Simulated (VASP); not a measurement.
# Ta (I4/mmm) in VASP: further runs

Runs on Ta. Level: PBEsol. Tasks: single point.

All numbers are computed with VASP 6.6.1; they aren't measurements. Logs are shortened: lines on timing, memory, paths and dates and some standing lists are left out, and cuts for length are marked.

### 1 The cell of the first run

The structure is tetragonal, space group I4/mmm (No. 139). Conventional cell: a = 3.253 Å, b = 3.253 Å, c = 3.303 Å, α = 90.00°, β = 90.00°, γ = 90.00°. Within 3.7 Å of Ta (site symmetry 4/mmm) lie 14 Ta at 2.83 to 3.30 Å.

### 2 Single point, PBEsol (strain -0.0150 x Voigt [1, 1, 0, 0, 0, 0])

The input, INCAR:

```
SYSTEM = Ta
  PREC = Accurate
  ENCUT = 520
  EDIFF = 1E-7
  ISMEAR = 0
  SIGMA = 0.15
  LREAL = .FALSE.
  LASPH = .TRUE.
  NELM = 100
  ALGO = Normal
  ISIF = 2
  LWAVE = .FALSE.
  LCHARG = .TRUE.
  GGA = PS
  LELF = .TRUE.
  LVHAR = .TRUE.
  NBANDS = 12
```

The input, KPOINTS:

```
regular mesh
0
G
  20 20 20
  0 0 0
```

The input, POSCAR:

```
Ta
1.0
   -1.6265108000      1.6265108000      1.6512800000
    1.6265108000     -1.6265108000      1.6512800000
    1.6265108000      1.6265108000     -1.6512800000
Ta
1
Direct
    0.0000000000      0.0000000000      0.0000000000
```

Potentials or basis: VASP PAW PBE potentials, release 64 (Ta_pv).

The run is started by

```bash
$ cat potpaw_PBE.64/Ta_pv/POTCAR > POTCAR
$ mpirun -np 1 vasp_std > vasp.out
```

OUTCAR:

```text
SYSTEM = Ta
   PREC = Accurate
   ENCUT = 520
   EDIFF = 1E-7
   ISMEAR = 0
   LREAL = .FALSE.
   LASPH = .TRUE.
   NELM = 100
   ISIF = 2
   GGA = PS

 ion  position               nearest neighbor table
   1  0.000  0.000  0.000-

  LATTYP: Found a body centered tetragonal cell.
 ALAT       =     3.2530216000
 C/A-ratio  =     1.0152284264

  Lattice vectors:

 A1 = (  -1.6265108000,   1.6265108000,   1.6512800000)
 A2 = (   1.6265108000,  -1.6265108000,   1.6512800000)
 A3 = (   1.6265108000,   1.6265108000,  -1.6512800000)

Analysis of symmetry for initial positions (statically):
=====================================================================
 Subroutine PRICEL returns:
 Original cell was already a primitive cell.

 Routine SETGRP: Setting up the symmetry group for a
 body centered tetragonal supercell.

 Subroutine GETGRP returns: Found 16 space group operations
 (whereof 16 operations were pure point group operations)
 out of a pool of 16 trial point group operations.

The static configuration has the point symmetry D_4h.

Analysis of symmetry for dynamics (positions and initial velocities):
=====================================================================
 Subroutine PRICEL returns:
 Original cell was already a primitive cell.

 Routine SETGRP: Setting up the symmetry group for a
 body centered tetragonal supercell.

 Subroutine GETGRP returns: Found 16 space group operations
 (whereof 16 operations were pure point group operations)
 out of a pool of 16 trial point group operations.

The dynamic configuration has the point symmetry D_4h.

 Subroutine INISYM returns: Found 16 space group operations
 (whereof 16 operations are pure point group operations),
 and found     1 'primitive' translations

----------------------------------------------------------------------------------------

                                     Primitive cell

  volume of cell :      17.4741

  direct lattice vectors                    reciprocal lattice vectors
    -1.626510800  1.626510800  1.651280000     0.000000000  0.307406505  0.302795407
     1.626510800 -1.626510800  1.651280000     0.307406505  0.000000000  0.302795407
     1.626510800  1.626510800 -1.651280000     0.307406505  0.307406505  0.000000000

  length of vectors
     2.831572073  2.831572073  2.831572073     0.431490229  0.431490229  0.434738448

  position of ions in fractional coordinates (direct lattice)
     0.000000000  0.000000000  0.000000000

  ion indices of the primitive-cell ions
   primitive index   ion index
                 1           1

----------------------------------------------------------------------------------------

 KPOINTS: regular mesh

Automatic generation of k-mesh.
 Grid dimensions read from file:
 generate k-points for:   20   20   20

 Generating k-lattice:

  Cartesian coordinates                     Fractional coordinates (reciprocal lattice)
     0.000000000  0.015370325  0.015139770     0.050000000  0.000000000  0.000000000
     0.015370325  0.000000000  0.015139770     0.000000000  0.050000000  0.000000000
     0.015370325  0.015370325  0.000000000     0.000000000  0.000000000  0.050000000

  Length of vectors
     0.021574511  0.021574511  0.021736922

  Shift w.r.t. Gamma in fractional coordinates (k-lattice)
     0.000000000  0.000000000  0.000000000

 Subroutine IBZKPT returns following result:
 ===========================================

 Found    641 irreducible k-points:

 Following reciprocal coordinates:
            Coordinates               Weight
  0.000000  0.000000  0.000000      1.000000
  0.050000  0.000000 -0.000000      8.000000
  0.100000  0.000000 -0.000000      8.000000
  0.150000  0.000000 -0.000000      8.000000
  0.200000  0.000000 -0.000000      8.000000
  0.250000  0.000000 -0.000000      8.000000
[... 16 lines left out ...]
 -0.400000  0.050000 -0.000000     16.000000
 -0.350000  0.050000  0.000000     16.000000
 [... further k-points ...]
   k-points           NKPTS =    641   k-points in BZ     NKDIM =    641   number of bands    NBANDS=     12
   number of dos      NEDOS =    301   number of ions     NIONS =      1
   total plane-waves  NPLWV =  13824
   dimension x,y,z NGX =    24 NGY =   24 NGZ =   24
   dimension x,y,z NGXF=    48 NGYF=   48 NGZF=   48
   ions per type =               1
   NGX,Y,Z   is equivalent  to a cutoff of  14.09, 14.09, 14.09 a.u.
   NGXF,Y,Z  is equivalent  to a cutoff of  28.18, 28.18, 28.18 a.u.
 SYSTEM =  Ta
   PREC   = accura    normal or accurate (medium, high low for compatibility)
   ISTART =      0    job   : 0-new  1-cont  2-samecut
   ICHARG =      2    charge: 1-file 2-atom 10-const
   ISPIN  =      1    spin polarized calculation?
   LNONCOLLINEAR =      F non collinear calculations
   LSORBIT =      F    spin-orbit coupling
   LASPH  =      T    aspherical Exc in radial PAW
   ENCUT  =  520.0 eV  38.22 Ry    6.18 a.u.   5.26  5.26  5.26*2*pi/ulx,y,z
   NELM   =    100;   NELMIN=  2; NELMDL= -5     # of ELM steps
   EDIFF  = 0.1E-06   stopping-criterion for ELM
   LREAL  =      F    real-space projection
   EDIFFG = 0.1E-05   stopping-criterion for IOM
   NSW    =      0    number of steps for IOM
   IBRION =     -1    ionic relax: 0-MD 1-quasi-New 2-CG
   NFREE  =      0    steps in history (QN), initial steepest desc. (CG)
   ISIF   =      2    stress and relaxation
   ISYM   =      2    0-nonsym 1-usesym 2-fastsym
   POTIM  = 0.5000    time-step for ionic-motion
   TEBEG  =    0.0;   TEEND  =   0.0 temperature during run
   PSTRESS=    0.0 pullay stress
   NELECT =      11.0000    total number of electrons
   NUPDOWN=      -1.0000    fix difference up-down
   EMIN   =  10.00;   EMAX   =-10.00  energy-range for DOS
   EFERMI =   0.00;   METHOD = LEGACY
   ISMEAR =     0;   SIGMA  =   0.15  broadening in eV -4-tet -1-fermi 0-gaus
   EFERMI_NEDOS =   21; number of points for ismear=-14 and -15
   IALGO  =     38    algorithm
   IMIX   =      4    mixing-type and parameters
     AMIX     =   0.40;   BMIX     =  1.00
     AMIX_MAG =   1.60;   BMIX_MAG =  1.00
  volume/ion in A,a.u.               =      17.47       117.92
  Fermi-wavevector in a.u.,A,eV,Ry     =   1.403053  2.651386 26.783868  1.968559
  Thomas-Fermi vector in A             =   2.525754
   LORBIT       =      0    0 simple, 1 ext, 2 COOP (PROOUT), +10 PAW based schemes
   GGA     = PS    functional components
   LHFCALC =     F    Hartree Fock is set to
   AEXX    =    0.0000 exact exchange contribution
   IVDW    =     0    specifies the selected vdW correction
   LEPSILON=     F    determine dielectric tensor
   LRPA    =     F    only Hartree local field effects (RPA)
 non-spin polarized calculation
 Gauss-broadening in eV      SIGMA  =   0.15
  energy-cutoff  :      520.00
  volume of cell :       17.47
 maximum number of plane-waves:       482
 NGX is ok and might be reduce to    24
   NGX = 11   NGY = 11   NGZ = 11

 number of electron      11.0000001 magnetization

 Free energy of the ion-electron system (eV)
  ---------------------------------------------------
  ext. energy  EPLUGINS =         0.00000000
  ---------------------------------------------------
  free energy    TOTEN  =       -12.55565554 eV

  energy without entropy =      -12.54144090  energy(sigma->0) =      -12.54854822

 E-fermi :   5.5522     XC(G=0): -12.8846

 val. band max:        5.5495183317   @ k =  -0.2000   0.2500   0.0500
 cond. band min:       5.5531150710   @ k =   0.3500   0.2000   0.0500
 fundamental gap:      0.0035967393
 Fermi energy:         5.5521597754

 k-point     1 :       0.0000    0.0000    0.0000
  band No.  band energies     occupation
      1     -27.3408      2.00000
      2     -27.3372      2.00000
      3     -27.3372      2.00000
      4      -2.4776      2.00000
      5       6.2220      0.00000
      6       6.2220      0.00000
      7       6.4185      0.00000
      8       9.5261      0.00000
      9       9.7985      0.00000
     10      20.3312      0.00000
     11      20.5695      0.00000
     12      20.8472      0.00000

 k-point     2 :       0.0500    0.0000   -0.0000
  band No.  band energies     occupation
      1     -27.3741      2.00000
      2     -27.3477      2.00000
      3     -27.3390      2.00000
      4      -2.3611      2.00000
      5       6.2032      0.00000
      6       6.2051      0.00000
      7       6.4736      0.00000
      8       9.4232      0.00000
      9       9.7701      0.00000
     10      20.3312      0.00000
     11      20.7519      0.00000
     12      21.0492      0.00000

 k-point     3 :       0.1000    0.0000   -0.0000
  band No.  band energies     occupation
      1     -27.4749      2.00000
      2     -27.3781      2.00000
      3     -27.3394      2.00000
      4      -2.0221      2.00000
      5       6.0234      0.00001
      6       6.1251      0.00000
      7       6.7828      0.00000
      8       9.1591      0.00000
      9       9.7435      0.00000
     10      20.3307      0.00000
     11      21.0850      0.00000
     12      21.6387      0.00000
[... 286 lines left out ...]
 k-point    23 :      -0.4000    0.0500   -0.0000
  band No.  band energies     occupation
      1     -28.4628      2.00000
      2     -27.6989      2.00000
      3     -27.3573      2.00000
      4       1.0406      2.00000
      5       4.2729      2.00000
      6       5.8963      0.00118
      7       9.3956      0.00000
      8      10.4171      0.00000
      9      11.9476      0.00000
     10      18.8605      0.00000
     11      19.3391      0.00000
     12      20.3713      0.00000

 k-point    24 :      -0.3500    0.0500    0.0000
  band No.  band energies     occupation
      1     -28.3116      2.00000
      2     -27.6453      2.00000
      3     -27.3566      2.00000
      4       0.7803      2.00000
      5       4.5176      2.00000
      6       5.4294      1.75296
      7       9.1875      0.00000
      8      10.2466      0.00000
      9      10.7892      0.00000
     10      19.7334      0.00000
     11      20.2629      0.00000
     12      20.7618      0.00000

 [... further k-points ...]
[... 5 lines left out ...]
  --------------------------------------------------------------------------------------
  -------------------------------------------------------------------------------------
  Total        0.3659181      0.3659181      0.1482387      0.0000000      0.0000000      0.0000000
  in kB       33.5505658     33.5505658     13.5918219      0.0000000      0.0000000      0.0000000
  external PRESSURE =      26.8976512 kB  Pullay stress =       0.0000000 kB

 VOLUME and BASIS-vectors are now :
 -----------------------------------------------------------------------------
  energy-cutoff  :      520.00
  volume of cell :       17.47
      direct lattice vectors                 reciprocal lattice vectors
    -1.626510800  1.626510800  1.651280000     0.000000000  0.307406505  0.302795407
     1.626510800 -1.626510800  1.651280000     0.307406505  0.000000000  0.302795407
     1.626510800  1.626510800 -1.651280000     0.307406505  0.307406505  0.000000000

 POSITION                                       TOTAL-FORCE (eV/Angst)
 -----------------------------------------------------------------------------------
      0.00000      0.00000      0.00000         0.000000      0.000000     -0.000000
 -----------------------------------------------------------------------------------
    total drift:                               -0.000000      0.000000     -0.000000

  FREE ENERGIE OF THE ION-ELECTRON SYSTEM (eV)
  ---------------------------------------------------
  free  energy   TOTEN  =       -12.5556555411 eV

  energy  without entropy=      -12.5414408979  energy(sigma->0) =      -12.54854822
```

Run time: 33 s. Hardware: 1 thread of Intel Xeon 6975P-C (Granite Rapids), shared host; peak memory 0.25 GiB.

What came out:

| Item | Value |
| --- | --- |
| Free energy | -12.5557 eV |
| Pressure | 2.7 GPa |

Levels at points of the mesh, in eV from the Fermi level:
| k point | band 3 | band 4 | band 5 | band 6 | band 7 | band 8 | band 9 | band 10 |
| --- | --- | --- | --- | --- | --- | --- | --- | --- |
| (0.00, 0.00, 0.00) | -32.89 | -8.03 | 0.67 | 0.67 | 0.87 | 3.97 | 4.25 | 14.78 |
| (0.50, 0.00, 0.00) | -32.90 | -4.51 | -1.56 | 1.73 | 3.91 | 5.05 | 8.10 | 12.15 |
| (0.50, 0.50, 0.00) | -32.91 | -4.51 | -1.76 | 1.85 | 4.19 | 5.17 | 8.15 | 12.08 |
| (0.50, 0.50, 0.50) | -33.78 | -4.01 | -3.96 | 7.06 | 7.13 | 7.13 | 8.70 | 9.09 |

Caveat: the cell differs from its parent crystal (strain -0.0150 x Voigt [1, 1, 0, 0, 0, 0]); the PAW data sets were made with another functional, which shifts forces and pressure a little; spin-orbit coupling is left out, which moves the levels of the heavy elements.

### 3 Single point, PBEsol (strain +0.0150 x Voigt [1, 1, 0, 0, 0, 0])

The input, INCAR:

```
PREC = Accurate
ENCUT = 520
EDIFF = 1E-6
ISMEAR = 0
SIGMA = 0.15
LREAL = False
LASPH = True
NELM = 60
ALGO = Normal
ISIF = 2
LWAVE = False
LCHARG = False
GGA = PS
NBANDS = 12
```

The input, KPOINTS:

```
regular mesh
0
Gamma
  20 20 20
```

The input, POSCAR:

```
Ta
1.0
   -1.6760492000      1.6760492000      1.6512800000
    1.6760492000     -1.6760492000      1.6512800000
    1.6760492000      1.6760492000     -1.6512800000
Ta
1
Direct
    0.0000000000      0.0000000000      0.0000000000
```

Potentials or basis: VASP PAW PBE potentials, release 64 (Ta_pv).

The run is started by

```bash
$ cat potpaw_PBE.64/Ta_pv/POTCAR > POTCAR
$ mpirun -np 1 vasp_std > vasp.out
```

OUTCAR:

```text
PREC = Accurate
   ENCUT = 520
   EDIFF = 1E-6
   ISMEAR = 0
   LREAL = False
   LASPH = True
   NELM = 60
   ISIF = 2
   GGA = PS

 ion  position               nearest neighbor table
   1  0.000  0.000  0.000-

  LATTYP: Found a body centered tetragonal cell.
 ALAT       =     3.3520984000
 C/A-ratio  =     0.9852216749

  Lattice vectors:

 A1 = (  -1.6760492000,   1.6760492000,   1.6512800000)
 A2 = (   1.6760492000,  -1.6760492000,   1.6512800000)
 A3 = (   1.6760492000,   1.6760492000,  -1.6512800000)

Analysis of symmetry for initial positions (statically):
=====================================================================
 Subroutine PRICEL returns:
 Original cell was already a primitive cell.

 Routine SETGRP: Setting up the symmetry group for a
 body centered tetragonal supercell.

 Subroutine GETGRP returns: Found 16 space group operations
 (whereof 16 operations were pure point group operations)
 out of a pool of 16 trial point group operations.

The static configuration has the point symmetry D_4h.

Analysis of symmetry for dynamics (positions and initial velocities):
[... 161 lines left out ...]
 cond. band min:       5.0797538665   @ k =  -0.2500   0.0500  -0.0000
 fundamental gap:      0.0045918645
 Fermi energy:         5.0767292636

 k-point     1 :       0.0000    0.0000    0.0000
  band No.  band energies     occupation
      1     -28.0636      2.00000
      2     -28.0636      2.00000
      3     -28.0597      2.00000
      4      -2.7289      2.00000
      5       5.6816      0.00000
      6       5.8649      0.00000
      7       5.8649      0.00000
      8       8.8387      0.00000
      9       9.0898      0.00000
     10      19.6378      0.00000
     11      19.8994      0.00000
     12      19.8994      0.00000
[... 331 lines left out ...]
 k-point    24 :      -0.3500    0.0500    0.0000
  band No.  band energies     occupation
      1     -28.8546      2.00000
      2     -28.3252      2.00000
      3     -28.0791      2.00000
      4       0.4552      2.00000
      5       4.0638      2.00000
      6       4.9443      1.78806
      7       8.6772      0.00000
      8       9.4284      0.00000
      9       9.9576      0.00000
     10      18.6280      0.00000
     11      19.5194      0.00000
     12      19.8057      0.00000

 [... further k-points ...]
[... 5 lines left out ...]
  --------------------------------------------------------------------------------------
  -------------------------------------------------------------------------------------
  Total       -1.1204280     -1.1204280     -0.9310742      0.0000000      0.0000000      0.0000000
  in kB      -96.7476242    -96.7476242    -80.3971511      0.0000000      0.0000000      0.0000000
  external PRESSURE =     -91.2974665 kB  Pullay stress =       0.0000000 kB

 VOLUME and BASIS-vectors are now :
 -----------------------------------------------------------------------------
  energy-cutoff  :      520.00
  volume of cell :       18.55
      direct lattice vectors                 reciprocal lattice vectors
    -1.676049200  1.676049200  1.651280000     0.000000000  0.298320598  0.302795407
     1.676049200 -1.676049200  1.651280000     0.298320598  0.000000000  0.302795407
     1.676049200  1.676049200 -1.651280000     0.298320598  0.298320598  0.000000000

 POSITION                                       TOTAL-FORCE (eV/Angst)
 -----------------------------------------------------------------------------------
      0.00000      0.00000      0.00000        -0.000000      0.000000      0.000000
 -----------------------------------------------------------------------------------
    total drift:                                0.000000      0.000000     -0.000000

  FREE ENERGIE OF THE ION-ELECTRON SYSTEM (eV)
  ---------------------------------------------------
  free  energy   TOTEN  =       -12.5323736135 eV

  energy  without entropy=      -12.5174631481  energy(sigma->0) =      -12.52491838
```

OSZICAR:

```text
N       E                     dE             d eps       ncg     rms          rms(c)
DAV:   1     0.604141159509E+02    0.60414E+02   -0.60995E+03 15424   0.871E+02
DAV:   2    -0.120517721053E+02   -0.72466E+02   -0.70666E+02 17176   0.244E+02
DAV:   3    -0.130684865704E+02   -0.10167E+01   -0.10063E+01 18448   0.273E+01
DAV:   4    -0.130712613523E+02   -0.27748E-02   -0.27744E-02 17156   0.158E+00
DAV:   5    -0.130712709123E+02   -0.95600E-05   -0.95603E-05 18420   0.886E-02    0.131E+01
DAV:   6    -0.126547777636E+02    0.41649E+00   -0.33282E-01 18340   0.607E+00    0.620E+00
DAV:   7    -0.125337224255E+02    0.12106E+00   -0.28046E-01 17864   0.512E+00    0.361E-01
DAV:   8    -0.125324008648E+02    0.13216E-02   -0.96691E-03 17000   0.758E-01    0.109E-01
DAV:   9    -0.125323773101E+02    0.23555E-04   -0.10639E-04 17980   0.105E-01    0.233E-02
DAV:  10    -0.125323736181E+02    0.36921E-05   -0.28806E-06 17184   0.182E-02    0.265E-03
DAV:  11    -0.125323736135E+02    0.45980E-08   -0.14938E-07  9632   0.430E-03
   1 F= -.12532374E+02 E0= -.12524918E+02  d E =-.149105E-01
```

It took 32 s on 1 thread of Intel Xeon 6975P-C (Granite Rapids), shared host; peak memory 0.25 GiB.

What came out:

| Property | Result |
| --- | --- |
| Free energy | -12.5324 eV |
| Pressure | -9.1 GPa |

Caveat: the cell differs from its parent crystal (strain +0.0150 x Voigt [1, 1, 0, 0, 0, 0]); the PAW data sets were made with another functional, which shifts forces and pressure a little; spin-orbit coupling is left out, which moves the levels of the heavy elements.
